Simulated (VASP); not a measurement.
# Rh: single point with RPBE

Rh:

```
CELL_PARAMETERS angstrom
-2.65709 3.05732 1.30425
3.05732 -2.65709 1.30425
1.86074 1.86074 -0.57124
ATOMIC_POSITIONS crystal
Rh 0.01022 0.98978 0.00000
Rh 0.73978 0.26022 0.50000
```

This cell differs from its parent crystal: volume scaled by 0.96.

```json
{
  "Program": "VASP 6.6.1",
  "Task": "single point",
  "Functional": "RPBE",
  "Potentials or basis": "VASP PAW PBE potentials, release 64 (Rh_pv)",
  "Cutoff": "520 eV",
  "k mesh": "14 × 14 × 13",
  "Occupations": "fermi-dirac, width 0.1 eV",
  "Spin": "no spin polarisation"
}
```

```yaml
Pressure: 9.5 GPa
Largest_force: 0.108 eV/Å
Band_gap_on_the_k_mesh: zero (band 15 reaches 12.16 eV, above the bottom of band 16 at 10.18 eV)
```

Forces on the atoms (eV/Å):
```
Rh   0.076 -0.076  0.000
Rh  -0.076  0.076  0.000
```

Stress tensor (GPa, compression positive):
```
10.07 -0.82 -0.12
-0.82 10.07 -0.12
-0.12 -0.12  8.51
```

Levels at points of the mesh, in eV from the Fermi level:
```tsv
k point	band 12	band 13	band 14	band 15	band 16	band 17	band 18	band 19
(0.00, 0.00, 0.00)	-1.70	-1.62	-0.80	-0.35	0.19	1.23	2.65	10.33
(0.50, 0.00, 0.00)	-2.38	-1.67	-1.40	-0.72	0.57	2.32	4.39	5.15
(0.50, 0.50, 0.00)	-2.67	-1.47	-1.36	-1.14	-0.67	0.56	0.82	14.00
```

Run time: 3 min on 1 thread of Intel(R) Xeon(R) Platinum 8488C (Sapphire Rapids), with other jobs on the host, peak memory 0.43 GiB.

Caveat: the PAW data sets were made with another functional, which shifts forces and pressure a little.
